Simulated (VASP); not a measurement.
# InAs (Fd-3m) in VASP: relaxation of cell and atoms with r2SCAN

Aim: the relaxation of cell and atoms of InAs with r2SCAN.

All numbers are computed with VASP 6.6.1; they aren't measurements. Logs are shortened: lines on timing, memory, paths and dates and some standing lists are left out, and cuts for length are marked.

### Step 1. The cell of the first run

It takes space group Fd-3m (No. 227, cubic). Conventional cell: a = 7.076 Å, b = 7.076 Å, c = 7.076 Å, α = 90.00°, β = 90.00°, γ = 90.00°. Within 4.0 Å of In (site symmetry -43m) lie 10 As at 3.06 to 3.54 Å and 4 In at 3.06 Å. Within 4.0 Å of As (site symmetry -43m) lie 4 As at 3.06 Å and 10 In at 3.06 to 3.54 Å.

### Step 2. Relaxation of cell and atoms, r2SCAN

POSCAR

```
InAs
1.0
    0.0000000000      3.5380345226      3.5380345226
    3.5380345226      0.0000000000      3.5380345226
    3.5380345226      3.5380345226      0.0000000000
In As
2 2
Direct
    0.0000000000      0.0000000000      0.0000000000
    0.2500000000      0.2500000000      0.2500000000
    0.5000000000      0.5000000000      0.5000000000
    0.7500000000      0.7500000000      0.7500000000
```

INCAR.step1

```
ALGO = Normal ; EDIFF = 1E-4
ENCUT = 600 ; GGA = PE
ISMEAR = 0 ; LASPH = True
LCHARG = False ; LREAL = False
LWAVE = True ; NELM = 80
PREC = Accurate ; SIGMA = 0.1
```

INCAR.step2

```
ALGO = Normal ; EDIFF = 1E-6
EDIFFG = -0.01 ; ENCUT = 600
IBRION = 2 ; ISIF = 3
ISMEAR = 0 ; ISTART = 1
LASPH = True ; LCHARG = False
LMIXTAU = True ; LREAL = False
LWAVE = False ; METAGGA = R2SCAN
NELM = 80 ; NSW = 100
PREC = Accurate ; SIGMA = 0.1
```

KPOINTS

```
k-points
0
Gamma
  12 12 12
```

Potentials or basis: VASP PAW PBE potentials, release 64 (In_d, As).

The run is started by

```bash
> cat potpaw_PBE.64/In_d/POTCAR potpaw_PBE.64/As/POTCAR > POTCAR
> cp INCAR.step1 INCAR
> mpirun -np 1 vasp_std > vasp.out
> cp INCAR.step2 INCAR
> mpirun -np 1 vasp_std > vasp.out
```

OUTCAR:

```text
EDIFF = 1E-6
   EDIFFG = -0.01
   ENCUT = 600
   IBRION = 2
   ISIF = 3
   ISMEAR = 0
   ISTART = 1
   LASPH = True
   LREAL = False
   METAGGA = R2SCAN
   NELM = 80
   NSW = 100
   PREC = Accurate

 ion  position               nearest neighbor table
   1  0.000  0.000  0.000-   4 3.06   4 3.06   4 3.06   2 3.06   2 3.06   2 3.06   4 3.06   2 3.06

   2  0.250  0.250  0.250-   1 3.06   1 3.06   1 3.06   3 3.06   3 3.06   3 3.06   3 3.06   1 3.06

   3  0.500  0.500  0.500-   2 3.06   2 3.06   2 3.06   2 3.06
   4  0.750  0.750  0.750-   1 3.06   1 3.06   1 3.06   1 3.06

  LATTYP: Found a face centered cubic cell.
 ALAT       =     7.0760690452

  Lattice vectors:

 A1 = (   0.0000000000,   3.5380345226,   3.5380345226)
 A2 = (   3.5380345226,   0.0000000000,   3.5380345226)
 A3 = (   3.5380345226,   3.5380345226,   0.0000000000)

Analysis of symmetry for initial positions (statically):
=====================================================================
 Subroutine PRICEL returns:
 Original cell was already a primitive cell.

 Routine SETGRP: Setting up the symmetry group for a
 face centered cubic supercell.

 Subroutine GETGRP returns: Found 48 space group operations
 (whereof 24 operations were pure point group operations)
 out of a pool of 48 trial point group operations.

The static configuration has the point symmetry T_d .
 The point group associated with its full space group is O_h .

Analysis of symmetry for dynamics (positions and initial velocities):
=====================================================================
 Subroutine PRICEL returns:
 Original cell was already a primitive cell.

 Routine SETGRP: Setting up the symmetry group for a
 face centered cubic supercell.

 Subroutine GETGRP returns: Found 48 space group operations
 (whereof 24 operations were pure point group operations)
 out of a pool of 48 trial point group operations.

The dynamic configuration has the point symmetry T_d .
 The point group associated with its full space group is O_h .

 Subroutine INISYM returns: Found 48 space group operations
 (whereof 24 operations are pure point group operations),
 and found     1 'primitive' translations

----------------------------------------------------------------------------------------

                                     Primitive cell

  volume of cell :      88.5760

  direct lattice vectors                    reciprocal lattice vectors
     0.000000000  3.538034523  3.538034523    -0.141321402  0.141321402  0.141321402
     3.538034523  0.000000000  3.538034523     0.141321402 -0.141321402  0.141321402
     3.538034523  3.538034523  0.000000000     0.141321402  0.141321402 -0.141321402

  length of vectors
     5.003536406  5.003536406  5.003536406     0.244775849  0.244775849  0.244775849

  position of ions in fractional coordinates (direct lattice)
     0.000000000  0.000000000  0.000000000
     0.250000000  0.250000000  0.250000000
     0.500000000  0.500000000  0.500000000
     0.750000000  0.750000000  0.750000000

  ion indices of the primitive-cell ions
   primitive index   ion index
                 1           1
                 2           2
                 3           3
                 4           4

----------------------------------------------------------------------------------------

 KPOINTS: k-points

Automatic generation of k-mesh.
 Grid dimensions read from file:
 generate k-points for:   12   12   12

 Generating k-lattice:

  Cartesian coordinates                     Fractional coordinates (reciprocal lattice)
    -0.011776784  0.011776784  0.011776784     0.083333333  0.000000000  0.000000000
     0.011776784 -0.011776784  0.011776784     0.000000000  0.083333333  0.000000000
     0.011776784  0.011776784 -0.011776784     0.000000000  0.000000000  0.083333333

  Length of vectors
     0.020397987  0.020397987  0.020397987

  Shift w.r.t. Gamma in fractional coordinates (k-lattice)
     0.000000000  0.000000000  0.000000000

 Subroutine IBZKPT returns following result:
 ===========================================

 Found     72 irreducible k-points:

 Following reciprocal coordinates:
            Coordinates               Weight
  0.000000  0.000000  0.000000      1.000000
  0.083333  0.000000  0.000000      8.000000
  0.166667  0.000000  0.000000      8.000000
  0.250000  0.000000  0.000000      8.000000
  0.333333  0.000000  0.000000      8.000000
  0.416667  0.000000  0.000000      8.000000
[... 16 lines left out ...]
  0.500000  0.166667  0.000000     24.000000
 -0.416667  0.166667  0.000000     24.000000
 [... further k-points ...]
   k-points           NKPTS =     72   k-points in BZ     NKDIM =     72   number of bands    NBANDS=     22
   number of dos      NEDOS =    301   number of ions     NIONS =      4
   total plane-waves  NPLWV =  64000
   dimension x,y,z NGX =    40 NGY =   40 NGZ =   40
   dimension x,y,z NGXF=    80 NGYF=   80 NGZF=   80
   ions per type =               2   2
   NGX,Y,Z   is equivalent  to a cutoff of  13.29, 13.29, 13.29 a.u.
   NGXF,Y,Z  is equivalent  to a cutoff of  26.58, 26.58, 26.58 a.u.
 SYSTEM =  unknown system
   PREC   = accura    normal or accurate (medium, high low for compatibility)
   ISTART =      1    job   : 0-new  1-cont  2-samecut
   ICHARG =      0    charge: 1-file 2-atom 10-const
   ISPIN  =      1    spin polarized calculation?
   LNONCOLLINEAR =      F non collinear calculations
   LSORBIT =      F    spin-orbit coupling
   LASPH  =      T    aspherical Exc in radial PAW
   ENCUT  =  600.0 eV  44.10 Ry    6.64 a.u.   9.99  9.99  9.99*2*pi/ulx,y,z
   NELM   =     80;   NELMIN=  2; NELMDL=  0     # of ELM steps
   EDIFF  = 0.1E-05   stopping-criterion for ELM
   LREAL  =      F    real-space projection
   EDIFFG = -.1E-01   stopping-criterion for IOM
   NSW    =    100    number of steps for IOM
   IBRION =      2    ionic relax: 0-MD 1-quasi-New 2-CG
   NFREE  =      1    steps in history (QN), initial steepest desc. (CG)
   ISIF   =      3    stress and relaxation
   ISYM   =      2    0-nonsym 1-usesym 2-fastsym
   POTIM  = 0.5000    time-step for ionic-motion
   TEBEG  =    0.0;   TEEND  =   0.0 temperature during run
   PSTRESS=    0.0 pullay stress
   NELECT =      36.0000    total number of electrons
   NUPDOWN=      -1.0000    fix difference up-down
   EMIN   =  10.00;   EMAX   =-10.00  energy-range for DOS
   EFERMI =   0.00;   METHOD = LEGACY
   ISMEAR =     0;   SIGMA  =   0.10  broadening in eV -4-tet -1-fermi 0-gaus
   EFERMI_NEDOS =   21; number of points for ismear=-14 and -15
   IALGO  =     38    algorithm
   IMIX   =      4    mixing-type and parameters
     AMIX     =   0.40;   BMIX     =  1.00
     AMIX_MAG =   1.60;   BMIX_MAG =  1.00
  volume/ion in A,a.u.               =      22.14       149.44
  Fermi-wavevector in a.u.,A,eV,Ry     =   1.212654  2.291584 20.007774  1.470530
  Thomas-Fermi vector in A             =   2.348131
   LORBIT       =      0    0 simple, 1 ext, 2 COOP (PROOUT), +10 PAW based schemes
   METAGGA = R2SCAN    functional components
   LHFCALC =     F    Hartree Fock is set to
   AEXX    =    0.0000 exact exchange contribution
   IVDW    =     0    specifies the selected vdW correction
   LEPSILON=     F    determine dielectric tensor
   LRPA    =     F    only Hartree local field effects (RPA)
 conjugate gradient relaxation of ions
 non-spin polarized calculation
 Gauss-broadening in eV      SIGMA  =   0.10
  energy-cutoff  :      600.00
  volume of cell :       88.58
 maximum number of plane-waves:      2996
   NGX = 19   NGY = 19   NGZ = 19

--------------------------------------- Ionic step        1  -------------------------------------------

 number of electron      36.0000013 magnetization

 Free energy of the ion-electron system (eV)
  ---------------------------------------------------
  ext. energy  EPLUGINS =         0.00000000
  ---------------------------------------------------
  free energy    TOTEN  =       -73.35018250 eV

  energy without entropy =      -73.34130057  energy(sigma->0) =      -73.34574154

------------------------ aborting loop because EDIFF is reached ----------------------------------------

  FORCE on cell =-STRESS in cart. coord.  units (eV):
  Direction    XX          YY          ZZ          XY          YZ          ZX
  --------------------------------------------------------------------------------------
  -------------------------------------------------------------------------------------
  Total        0.5520957      0.5520957      0.5520957      0.0000000      0.0000000      0.0000000
  in kB        9.9863947      9.9863947      9.9863947      0.0000000      0.0000000      0.0000000
  external PRESSURE =       9.9863947 kB  Pullay stress =       0.0000000 kB
[... 99 lines left out ...]
  energy  without entropy=      -73.3445584530  energy(sigma->0) =      -73.34941810

--------------------------------------- Ionic step        4  -------------------------------------------

 number of electron      36.0000008 magnetization

 Free energy of the ion-electron system (eV)
  ---------------------------------------------------
  ext. energy  EPLUGINS =         0.00000000
  ---------------------------------------------------
  free energy    TOTEN  =       -73.35426859 eV

  energy without entropy =      -73.34449483  energy(sigma->0) =      -73.34938171

 E-fermi :   6.9447     XC(G=0): -11.1552

 val. band max:        6.9281395113   @ k =   0.5000   0.2500   0.0000
 cond. band min:       6.9484494284   @ k =   0.5000   0.0833   0.0000
 fundamental gap:      0.0203099170
 Fermi energy:         6.9447388490

 k-point     1 :       0.0000    0.0000    0.0000
  band No.  band energies     occupation
      1      -8.4532      2.00000
      2      -8.4532      2.00000
      3      -8.4532      2.00000
      4      -8.3900      2.00000
      5      -8.3900      2.00000
      6      -8.1438      2.00000
[... 574 lines left out ...]
      6      -8.2125      2.00000
[... 14 lines left out ...]
     21       9.1202      0.00000
     22      10.0824      0.00000

 [... further k-points ...]
[... 5 lines left out ...]
  --------------------------------------------------------------------------------------
  -------------------------------------------------------------------------------------
  Total       -0.0207416     -0.0207416     -0.0207416      0.0000000      0.0000000      0.0000000
  in kB       -0.3690646     -0.3690646     -0.3690646      0.0000000      0.0000000      0.0000000
  external PRESSURE =      -0.3690646 kB  Pullay stress =       0.0000000 kB
[... 19 lines left out ...]
  FREE ENERGIE OF THE ION-ELECTRON SYSTEM (eV)
  ---------------------------------------------------
  free  energy   TOTEN  =       -73.3542685880 eV

  energy  without entropy=      -73.3444948266  energy(sigma->0) =      -73.34938171

 reached required accuracy - stopping structural energy minimisation
```

Wall time 45 min (1 thread of Oxide Virtual Turin-like, shared host); peak memory 0.34 GiB.

Results:

* Free energy: -73.3543 eV
* Relaxed volume: 22.51 Å³/atom
* Relaxed cell: a = 5.031 Å, b = 5.031 Å, c = 5.031 Å, α = 60.00°, β = 60.00°, γ = 60.00°
* Space group after relaxing (to 0.1 Å): Fd-3m (No. 227)
* Energy gained by relaxing: 1.0 meV/atom
* Ionic steps: 4
* Pressure after relaxing: 0.0 GPa
* Band gap on the k mesh: zero (bands 18 and 19 overlap by 3.15 eV)

The path:
| step | energy change (eV) | largest force (eV/Å) | pressure (GPa) | volume (Å³) |
| --- | --- | --- | --- | --- |
| 1 | 0.0000 | 0.0000 | 1.00 | 88.58 |
| 2 | -0.0038 | 0.0000 | -0.24 | 90.36 |
| 3 | -0.0041 | 0.0000 | 0.07 | 89.95 |
| 4 | -0.0041 | 0.0000 | -0.04 | 90.04 |

Final structure:
```
In As
1.0
     0.00000    3.55746    3.55746
     3.55746    0.00000    3.55746
     3.55746    3.55746    0.00000
In As
2 2
Direct
  0.00000 0.00000 0.00000
  0.25000 0.25000 0.25000
  0.50000 0.50000 0.50000
  0.75000 0.75000 0.75000
```

Caveat: the PAW data sets were made with another functional, which shifts forces and pressure a little; spin-orbit coupling is left out, which moves the levels of the heavy elements.

The gap in the log of VASP goes by the Fermi energy; the results here count the filled bands.